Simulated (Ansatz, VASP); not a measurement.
H9C3Cl: VASP beside Ansatz

```
C H Cl
1.0
     8.46793    0.00000    0.00000
     0.00000    8.46793    0.00000
     0.00000    0.00000    8.46793
C H Cl
9 27 3
Direct
  0.29898 0.08427 0.70537
  0.29354 0.21071 0.57705
  0.77804 0.20515 0.19498
  0.86333 0.15212 0.34432
  0.03703 0.56383 0.96062
  0.95860 0.70093 0.87367
  0.18972 0.66550 0.48915
  0.69710 0.25715 0.78895
  0.48317 0.86314 0.26254
  0.29500 0.13666 0.82394
  0.19754 0.00372 0.69691
  0.40595 0.01144 0.69790
  0.30103 0.15930 0.45810
  0.18322 0.27853 0.58302
  0.39098 0.29537 0.58888
  0.64906 0.19841 0.20724
  0.80699 0.32858 0.16710
  0.81189 0.13301 0.09235
  0.99193 0.16050 0.33028
  0.83093 0.22440 0.44716
  0.83610 0.02913 0.37532
  0.11524 0.60697 0.05466
  0.94942 0.48510 0.01513
  0.10936 0.49163 0.88061
  0.88130 0.65925 0.77810
  0.88574 0.77345 0.95274
  0.04736 0.77961 0.82113
  0.15231 0.78921 0.49005
  0.22553 0.63025 0.37020
  0.09457 0.58958 0.53221
  0.71798 0.32823 0.89462
  0.68851 0.33297 0.68486
  0.58984 0.18664 0.80322
  0.59704 0.92470 0.25967
  0.40866 0.91151 0.35678
  0.50039 0.73630 0.27972
  0.35568 0.64527 0.61900
  0.86059 0.12432 0.76613
  0.38610 0.89301 0.07709
```

Alike in both runs: functional PBE; k mesh 1 × 1 × 1; occupations fermi-dirac, width 0.02 eV; no spin polarisation.

Ansatz relaxed the structure, and its values are those at the end. VASP's run is a single point on that final structure, the one shown.

|  | VASP | Ansatz |
| --- | --- | --- |
| version | VASP 6.6.1 | Ansatz 0.2.0 |
| potentials or method | VASP PAW PBE potentials, release 64 (C, H, Cl), cutoff 520 eV | scalar-relativistic, plane waves, PAW |
| valence electrons in the cell | 84 | 84 |

VASP gave:

* rms of the force components (eV/Å): 0.038

Q: Which values does Ansatz return?

A: rms of the force components (eV/Å): 0.030.
